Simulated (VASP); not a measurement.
# GaN (P4_2/mnm) in VASP: further runs

Runs on GaN. Level: PBE. Tasks: single point.

Program: VASP 6.6.1. These are calculated values, not measurements. Logs are shortened: lines on timing, memory, paths and dates and some standing lists are left out, and cuts for length are marked.

### 1 The cell of the first run

Symmetry: P4_2/mnm, No. 136, tetragonal system. The conventional cell has a = 5.535 Å, b = 5.535 Å, c = 3.214 Å, α = 90.00°, β = 90.00°, γ = 90.00°. Within 2.6 Å of Ga (site symmetry m2m) lie 4 N at 1.94 to 2.00 Å. N (site symmetry m2m) has 4 Ga at 1.94 to 2.00 Å within 2.6 Å.

The cell was built from a structure type or drawn by symmetry, and may not be a known phase.

### 2 Single point, PBE

The input, INCAR:

```
PREC     = Accurate       # precision mode
ENCUT    = 520            # plane-wave cutoff, eV
EDIFF    = 1E-6           # SCF threshold, eV
ISMEAR   = 0              # smearing method
SIGMA    = 0.02           # smearing width, eV
LREAL    = False          # projectors in reciprocal space
LASPH    = True           # aspherical terms in the spheres
NELM     = 60             # most SCF steps
ALGO     = Normal         # electronic algorithm
ISIF     = 2              # what is computed and relaxed
LWAVE    = False          # write WAVECAR
LCHARG   = True           # write CHGCAR
GGA      = PE             # functional
LELF     = True           # ELF
LVHAR    = True         
NBANDS   = 46             # bands
```

The input, KPOINTS:

```
Automatic mesh
0
Gamma
  6 6 8
```

The input, POSCAR:

```
GaN
1.0
    5.5349382994      0.0000000000      0.0000000000
    0.0000000000      5.5349382994      0.0000000000
    0.0000000000      0.0000000000      3.2141444966
Ga N
4 4
Direct
    0.6794024823      0.6794024823      0.0000000000
    0.1794024823      0.8205975177      0.5000000000
    0.8205975177      0.1794024823      0.5000000000
    0.3205975177      0.3205975177      0.0000000000
    0.8178022195      0.8178022195      0.5000000000
    0.1821977805      0.1821977805      0.5000000000
    0.6821977805      0.3178022195      0.0000000000
    0.3178022195      0.6821977805      0.0000000000
```

Potentials or basis: VASP PAW PBE potentials, release 64 (Ga_d, N).

Launch:

```sh
$ cat potpaw_PBE.64/Ga_d/POTCAR potpaw_PBE.64/N/POTCAR > POTCAR
$ mpirun -np 1 vasp_std > vasp.out
```

OUTCAR:

```text
PREC = Accurate
   ENCUT = 520
   EDIFF = 1E-6
   ISMEAR = 0
   LREAL = False
   LASPH = True
   NELM = 60
   ISIF = 2
   GGA = PE

 ion  position               nearest neighbor table
   1  0.679  0.679  0.000-   5 1.94   5 1.94   8 2.00   7 2.00   4 2.81
   2  0.179  0.821  0.500-   8 1.94   8 1.94   5 2.00   6 2.00   3 2.81
   3  0.821  0.179  0.500-   7 1.94   7 1.94   5 2.00   6 2.00   2 2.81
   4  0.321  0.321  0.000-   6 1.94   6 1.94   8 2.00   7 2.00   1 2.81
   5  0.818  0.818  0.500-   1 1.94   1 1.94   3 2.00   2 2.00
   6  0.182  0.182  0.500-   4 1.94   4 1.94   2 2.00   3 2.00
   7  0.682  0.318  0.000-   3 1.94   3 1.94   4 2.00   1 2.00
   8  0.318  0.682  0.000-   2 1.94   2 1.94   4 2.00   1 2.00

  LATTYP: Found a simple tetragonal cell.
 ALAT       =     5.5349382994
 C/A-ratio  =     0.5807010526

  Lattice vectors:

 A1 = (   5.5349382994,   0.0000000000,   0.0000000000)
 A2 = (   0.0000000000,   5.5349382994,   0.0000000000)
 A3 = (   0.0000000000,   0.0000000000,   3.2141444966)

Analysis of symmetry for initial positions (statically):
=====================================================================
 Subroutine PRICEL returns:
 Original cell was already a primitive cell.

 Routine SETGRP: Setting up the symmetry group for a
 simple tetragonal supercell.

 Subroutine GETGRP returns: Found 16 space group operations
 (whereof  8 operations were pure point group operations)
 out of a pool of 16 trial point group operations.

The static configuration has the point symmetry D_2h.
 The point group associated with its full space group is D_4h.

Analysis of symmetry for dynamics (positions and initial velocities):
=====================================================================
 Subroutine PRICEL returns:
 Original cell was already a primitive cell.

 Routine SETGRP: Setting up the symmetry group for a
 simple tetragonal supercell.

 Subroutine GETGRP returns: Found 16 space group operations
 (whereof  8 operations were pure point group operations)
 out of a pool of 16 trial point group operations.

The dynamic configuration has the point symmetry D_2h.
 The point group associated with its full space group is D_4h.

 Subroutine INISYM returns: Found 16 space group operations
 (whereof  8 operations are pure point group operations),
 and found     1 'primitive' translations

----------------------------------------------------------------------------------------

                                     Primitive cell

  volume of cell :      98.4671

  direct lattice vectors                    reciprocal lattice vectors
     5.534938299  0.000000000  0.000000000     0.180670487  0.000000000  0.000000000
     0.000000000  5.534938299  0.000000000     0.000000000  0.180670487  0.000000000
     0.000000000  0.000000000  3.214144497     0.000000000  0.000000000  0.311124780

  length of vectors
     5.534938299  5.534938299  3.214144497     0.180670487  0.180670487  0.311124780

  position of ions in fractional coordinates (direct lattice)
     0.679402482  0.679402482  0.000000000
     0.179402482  0.820597518  0.500000000
     0.820597518  0.179402482  0.500000000
     0.320597518  0.320597518  0.000000000
     0.817802220  0.817802220  0.500000000
     0.182197780  0.182197780  0.500000000
     0.682197780  0.317802220  0.000000000
     0.317802220  0.682197780  0.000000000

  ion indices of the primitive-cell ions
   primitive index   ion index
                 1           1
                 2           2
                 3           3
                 4           4
                 5           5
                 6           6
                 7           7
                 8           8

----------------------------------------------------------------------------------------

 KPOINTS: Automatic mesh

Automatic generation of k-mesh.
 Grid dimensions read from file:
 generate k-points for:    6    6    8

 Generating k-lattice:

  Cartesian coordinates                     Fractional coordinates (reciprocal lattice)
     0.030111748  0.000000000  0.000000000     0.166666667  0.000000000  0.000000000
     0.000000000  0.030111748  0.000000000     0.000000000  0.166666667  0.000000000
     0.000000000  0.000000000  0.038890598     0.000000000  0.000000000  0.125000000

  Length of vectors
     0.030111748  0.030111748  0.038890598

  Shift w.r.t. Gamma in fractional coordinates (k-lattice)
     0.000000000  0.000000000  0.000000000

 Subroutine IBZKPT returns following result:
 ===========================================

 Found     50 irreducible k-points:

 Following reciprocal coordinates:
            Coordinates               Weight
  0.000000  0.000000  0.000000      1.000000
  0.166667  0.000000  0.000000      4.000000
  0.333333  0.000000  0.000000      4.000000
  0.500000  0.000000  0.000000      2.000000
  0.166667  0.166667  0.000000      4.000000
  0.333333  0.166667  0.000000      8.000000
[... 16 lines left out ...]
  0.333333  0.000000  0.250000      8.000000
  0.500000  0.000000  0.250000      4.000000
 [... further k-points ...]
   k-points           NKPTS =     50   k-points in BZ     NKDIM =     50   number of bands    NBANDS=     46
   number of dos      NEDOS =    301   number of ions     NIONS =      8
   total plane-waves  NPLWV =  42336
   dimension x,y,z NGX =    42 NGY =   42 NGZ =   24
   dimension x,y,z NGXF=    84 NGYF=   84 NGZF=   48
   ions per type =               4   4
   NGX,Y,Z   is equivalent  to a cutoff of  12.62, 12.62, 12.41 a.u.
   NGXF,Y,Z  is equivalent  to a cutoff of  25.23, 25.23, 24.83 a.u.
 SYSTEM =  unknown system
   PREC   = accura    normal or accurate (medium, high low for compatibility)
   ISTART =      0    job   : 0-new  1-cont  2-samecut
   ICHARG =      2    charge: 1-file 2-atom 10-const
   ISPIN  =      1    spin polarized calculation?
   LNONCOLLINEAR =      F non collinear calculations
   LSORBIT =      F    spin-orbit coupling
   LASPH  =      T    aspherical Exc in radial PAW
   ENCUT  =  520.0 eV  38.22 Ry    6.18 a.u.  10.29 10.29  5.98*2*pi/ulx,y,z
   NELM   =     60;   NELMIN=  2; NELMDL= -5     # of ELM steps
   EDIFF  = 0.1E-05   stopping-criterion for ELM
   LREAL  =      F    real-space projection
   EDIFFG = 0.1E-04   stopping-criterion for IOM
   NSW    =      0    number of steps for IOM
   IBRION =     -1    ionic relax: 0-MD 1-quasi-New 2-CG
   NFREE  =      0    steps in history (QN), initial steepest desc. (CG)
   ISIF   =      2    stress and relaxation
   ISYM   =      2    0-nonsym 1-usesym 2-fastsym
   POTIM  = 0.5000    time-step for ionic-motion
   TEBEG  =    0.0;   TEEND  =   0.0 temperature during run
   PSTRESS=    0.0 pullay stress
   NELECT =      72.0000    total number of electrons
   NUPDOWN=      -1.0000    fix difference up-down
   EMIN   =  10.00;   EMAX   =-10.00  energy-range for DOS
   EFERMI =   0.00;   METHOD = LEGACY
   ISMEAR =     0;   SIGMA  =   0.02  broadening in eV -4-tet -1-fermi 0-gaus
   EFERMI_NEDOS =   21; number of points for ismear=-14 and -15
   IALGO  =     38    algorithm
   IMIX   =      4    mixing-type and parameters
     AMIX     =   0.40;   BMIX     =  1.00
     AMIX_MAG =   1.60;   BMIX_MAG =  1.00
  volume/ion in A,a.u.               =      12.31        83.06
  Fermi-wavevector in a.u.,A,eV,Ry     =   1.474875  2.787110 29.596176  2.175258
  Thomas-Fermi vector in A             =   2.589593
   LORBIT       =      0    0 simple, 1 ext, 2 COOP (PROOUT), +10 PAW based schemes
   GGA     = PE    functional components
   LHFCALC =     F    Hartree Fock is set to
   AEXX    =    0.0000 exact exchange contribution
   IVDW    =     0    specifies the selected vdW correction
   LEPSILON=     F    determine dielectric tensor
   LRPA    =     F    only Hartree local field effects (RPA)
 non-spin polarized calculation
 Gauss-broadening in eV      SIGMA  =   0.02
  energy-cutoff  :      520.00
  volume of cell :       98.47
 maximum number of plane-waves:      2682
 NGX is ok and might be reduce to    42
   NGX = 21   NGY = 21   NGZ = 11

 number of electron      71.9999976 magnetization

 Free energy of the ion-electron system (eV)
  ---------------------------------------------------
  ext. energy  EPLUGINS =         0.00000000
  ---------------------------------------------------
  free energy    TOTEN  =       -48.27764448 eV

  energy without entropy =      -48.27764448  energy(sigma->0) =      -48.27764448

 E-fermi :   4.6627     XC(G=0): -11.1906

 val. band max:        4.5190439680   @ k =   0.0000   0.0000   0.0000
 cond. band min:       6.2608915551   @ k =   0.0000   0.0000   0.0000
 fundamental gap:      1.7418475871
 Fermi energy:         4.6627081605

 k-point     1 :       0.0000    0.0000    0.0000
  band No.  band energies     occupation
      1     -11.1397      2.00000
      2     -10.3643      2.00000
      3     -10.3643      2.00000
      4     -10.2023      2.00000
      5      -8.8996      2.00000
      6      -8.8979      2.00000
[... 38 lines left out ...]
     45      14.2515      0.00000
     46      14.2524      0.00000

 k-point     2 :       0.1667    0.0000    0.0000
  band No.  band energies     occupation
      1     -11.0790      2.00000
      2     -10.4029      2.00000
      3     -10.3449      2.00000
      4     -10.2029      2.00000
      5      -8.8976      2.00000
      6      -8.8912      2.00000
[... 38 lines left out ...]
     45      13.7943      0.00000
     46      14.1156      0.00000

 k-point     3 :       0.3333    0.0000    0.0000
  band No.  band energies     occupation
      1     -10.9155      2.00000
      2     -10.5188      2.00000
      3     -10.2975      2.00000
      4     -10.2142      2.00000
      5      -8.8945      2.00000
      6      -8.8717      2.00000
[... 38 lines left out ...]
     45      13.8809      0.00000
     46      14.2882      0.00000

 k-point     4 :       0.5000    0.0000    0.0000
  band No.  band energies     occupation
      1     -10.7047      2.00000
      2     -10.7047      2.00000
      3     -10.2470      2.00000
      4     -10.2470      2.00000
      5      -8.8857      2.00000
      6      -8.8857      2.00000
[... 920 lines left out ...]
     45      13.3344      0.00000
     46      13.3359      0.00000

 k-point    23 :       0.3333    0.0000    0.2500
  band No.  band energies     occupation
      1     -10.6231      2.00000
      2     -10.3738      2.00000
      3     -10.2359      2.00000
      4     -10.2040      2.00000
      5      -8.8770      2.00000
      6      -8.8018      2.00000
[... 38 lines left out ...]
     45      13.1139      0.00000
     46      13.1622      0.00000

 k-point    24 :       0.5000    0.0000    0.2500
  band No.  band energies     occupation
      1     -10.4879      2.00000
      2     -10.4879      2.00000
      3     -10.2130      2.00000
      4     -10.2130      2.00000
      5      -8.8423      2.00000
      6      -8.8423      2.00000
[... 38 lines left out ...]
     45      13.0238      0.00000
     46      13.0238      0.00000

 [... further k-points ...]

------------------------ aborting loop because EDIFF is reached ----------------------------------------

  FORCE on cell =-STRESS in cart. coord.  units (eV):
  Direction    XX          YY          ZZ          XY          YZ          ZX
  --------------------------------------------------------------------------------------
  -------------------------------------------------------------------------------------
  Total        0.0849181      0.0849181     -0.0122163      0.0000000      0.0000000      0.0000000
  in kB        1.3817195      1.3817195     -0.1987734      0.0000000      0.0000000      0.0000000
  external PRESSURE =       0.8548885 kB  Pullay stress =       0.0000000 kB

 VOLUME and BASIS-vectors are now :
 -----------------------------------------------------------------------------
  energy-cutoff  :      520.00
  volume of cell :       98.47
      direct lattice vectors                 reciprocal lattice vectors
     5.534938299  0.000000000  0.000000000     0.180670487  0.000000000  0.000000000
     0.000000000  5.534938299  0.000000000     0.000000000  0.180670487  0.000000000
     0.000000000  0.000000000  3.214144497     0.000000000  0.000000000  0.311124780

 POSITION                                       TOTAL-FORCE (eV/Angst)
 -----------------------------------------------------------------------------------
      3.76045      3.76045      0.00000         0.012906      0.012906      0.000000
      0.99298      4.54196      1.60707         0.012906     -0.012906      0.000000
      4.54196      0.99298      1.60707        -0.012906      0.012906      0.000000
      1.77449      1.77449      0.00000        -0.012906     -0.012906     -0.000000
      4.52648      4.52648      1.60707        -0.013126     -0.013126      0.000000
      1.00845      1.00845      1.60707         0.013126      0.013126     -0.000000
      3.77592      1.75902      0.00000         0.013126     -0.013126      0.000000
      1.75902      3.77592      0.00000        -0.013126      0.013126     -0.000000
 -----------------------------------------------------------------------------------
    total drift:                                0.000000      0.000000      0.000000

  FREE ENERGIE OF THE ION-ELECTRON SYSTEM (eV)
  ---------------------------------------------------
  free  energy   TOTEN  =       -48.2776444783 eV

  energy  without entropy=      -48.2776444783  energy(sigma->0) =      -48.27764448
```

It took 3 min on 1 thread of Intel Xeon Platinum 8375C at 2.90GHz (Ice Lake), shared host; peak memory 0.3 GiB.

Results:

```
Free energy            : -48.2776 eV
Pressure               : 0.1 GPa
Largest force          : 0.019 eV/Å
Band gap on the k mesh : 1.74 eV
```

Forces on the atoms (eV/Å):
```
Ga   0.013  0.013  0.000
Ga   0.013 -0.013  0.000
Ga  -0.013  0.013  0.000
Ga  -0.013 -0.013  0.000
N   -0.013 -0.013  0.000
N    0.013  0.013  0.000
N    0.013 -0.013  0.000
N   -0.013  0.013  0.000
```

### 3 Single point, PBE

The input, INCAR:

```
PREC = Accurate ; ENCUT = 520
EDIFF = 1E-6 ; ISMEAR = 0
SIGMA = 0.01 ; LREAL = False
LASPH = True ; NELM = 100
ALGO = Normal ; ISIF = 2
LWAVE = False ; LCHARG = True
GGA = PE ; LELF = True
LVHAR = True ; NBANDS = 46
```

The input, KPOINTS:

```
regular mesh
0
Gamma
  6 6 8
```

The input, POSCAR:

```
GaN
1.0
    5.5350054719      0.0000000000      0.0000000000
    0.0000000000      5.5350054719      0.0000000000
    0.0000000000      0.0000000000      3.2140692232
Ga N
4 4
Direct
    0.6794195871      0.6794195871      0.0000000000
    0.1794195871      0.8205804129      0.5000000000
    0.8205804129      0.1794195871      0.5000000000
    0.3205804129      0.3205804129      0.0000000000
    0.8178035663      0.8178035663      0.5000000000
    0.1821964337      0.1821964337      0.5000000000
    0.6821964337      0.3178035663      0.0000000000
    0.3178035663      0.6821964337      0.0000000000
```

Potentials or basis: VASP PAW PBE potentials, release 64 (Ga_d, N).

Launch:

```sh
$ cat potpaw_PBE.64/Ga_d/POTCAR potpaw_PBE.64/N/POTCAR > POTCAR
$ mpirun -np 1 vasp_std > vasp.out
```

OUTCAR:

```text
PREC = Accurate
   ENCUT = 520
   EDIFF = 1E-6
   ISMEAR = 0
   LREAL = False
   LASPH = True
   NELM = 100
   ISIF = 2
   GGA = PE

 ion  position               nearest neighbor table
   1  0.679  0.679  0.000-   5 1.94   5 1.94   8 2.00   7 2.00   4 2.81
   2  0.179  0.821  0.500-   8 1.94   8 1.94   5 2.00   6 2.00   3 2.81
   3  0.821  0.179  0.500-   7 1.94   7 1.94   5 2.00   6 2.00   2 2.81
   4  0.321  0.321  0.000-   6 1.94   6 1.94   8 2.00   7 2.00   1 2.81
   5  0.818  0.818  0.500-   1 1.94   1 1.94   3 2.00   2 2.00
   6  0.182  0.182  0.500-   4 1.94   4 1.94   2 2.00   3 2.00
   7  0.682  0.318  0.000-   3 1.94   3 1.94   4 2.00   1 2.00
   8  0.318  0.682  0.000-   2 1.94   2 1.94   4 2.00   1 2.00

  LATTYP: Found a simple tetragonal cell.
 ALAT       =     5.5350054719
 C/A-ratio  =     0.5806804057

  Lattice vectors:

 A1 = (   5.5350054719,   0.0000000000,   0.0000000000)
 A2 = (   0.0000000000,   5.5350054719,   0.0000000000)
 A3 = (   0.0000000000,   0.0000000000,   3.2140692232)
[... 193 lines left out ...]
 cond. band min:       6.2608789209   @ k =   0.0000   0.0000   0.0000
 fundamental gap:      1.7416609294
 Fermi energy:         4.5804422509

 k-point     1 :       0.0000    0.0000    0.0000
  band No.  band energies     occupation
      1     -11.1396      2.00000
      2     -10.3643      2.00000
      3     -10.3643      2.00000
      4     -10.2023      2.00000
      5      -8.8996      2.00000
      6      -8.8979      2.00000
[... 1165 lines left out ...]
     45      13.0237      0.00000
     46      13.0237      0.00000

 [... further k-points ...]

------------------------ aborting loop because EDIFF is reached ----------------------------------------

  FORCE on cell =-STRESS in cart. coord.  units (eV):
  Direction    XX          YY          ZZ          XY          YZ          ZX
  --------------------------------------------------------------------------------------
  -------------------------------------------------------------------------------------
  Total        0.0804716      0.0804716     -0.0019736      0.0000000      0.0000000      0.0000000
  in kB        1.3093691      1.3093691     -0.0321125      0.0000000      0.0000000      0.0000000
  external PRESSURE =       0.8622086 kB  Pullay stress =       0.0000000 kB

 VOLUME and BASIS-vectors are now :
 -----------------------------------------------------------------------------
  energy-cutoff  :      520.00
  volume of cell :       98.47
      direct lattice vectors                 reciprocal lattice vectors
     5.535005472  0.000000000  0.000000000     0.180668295  0.000000000  0.000000000
     0.000000000  5.535005472  0.000000000     0.000000000  0.180668295  0.000000000
     0.000000000  0.000000000  3.214069223     0.000000000  0.000000000  0.311132067

 POSITION                                       TOTAL-FORCE (eV/Angst)
 -----------------------------------------------------------------------------------
      3.76059      3.76059      0.00000         0.010929      0.010929     -0.000000
      0.99309      4.54192      1.60703         0.010929     -0.010929     -0.000000
      4.54192      0.99309      1.60703        -0.010929      0.010929     -0.000000
      1.77441      1.77441      0.00000        -0.010929     -0.010929      0.000000
      4.52655      4.52655      1.60703        -0.011954     -0.011954     -0.000000
      1.00846      1.00846      1.60703         0.011954      0.011954     -0.000000
      3.77596      1.75904      0.00000         0.011954     -0.011954     -0.000000
      1.75904      3.77596      0.00000        -0.011954      0.011954     -0.000000
 -----------------------------------------------------------------------------------
    total drift:                                0.000000     -0.000000     -0.000000

  FREE ENERGIE OF THE ION-ELECTRON SYSTEM (eV)
  ---------------------------------------------------
  free  energy   TOTEN  =       -48.2776539220 eV

  energy  without entropy=      -48.2776539220  energy(sigma->0) =      -48.27765392
```

Run time: 2.9 min. Hardware: 1 thread of Intel Xeon Platinum 8375C at 2.90GHz (Ice Lake), shared host; peak memory 0.3 GiB.

Results:

```
Free energy            : -48.2777 eV
Pressure               : 0.1 GPa
Largest force          : 0.017 eV/Å
Band gap on the k mesh : 1.74 eV
```

Forces on the atoms (eV/Å):
```
Ga   0.011  0.011  0.000
Ga   0.011 -0.011  0.000
Ga  -0.011  0.011  0.000
Ga  -0.011 -0.011  0.000
N   -0.012 -0.012  0.000
N    0.012  0.012  0.000
N    0.012 -0.012  0.000
N   -0.012  0.012  0.000
```
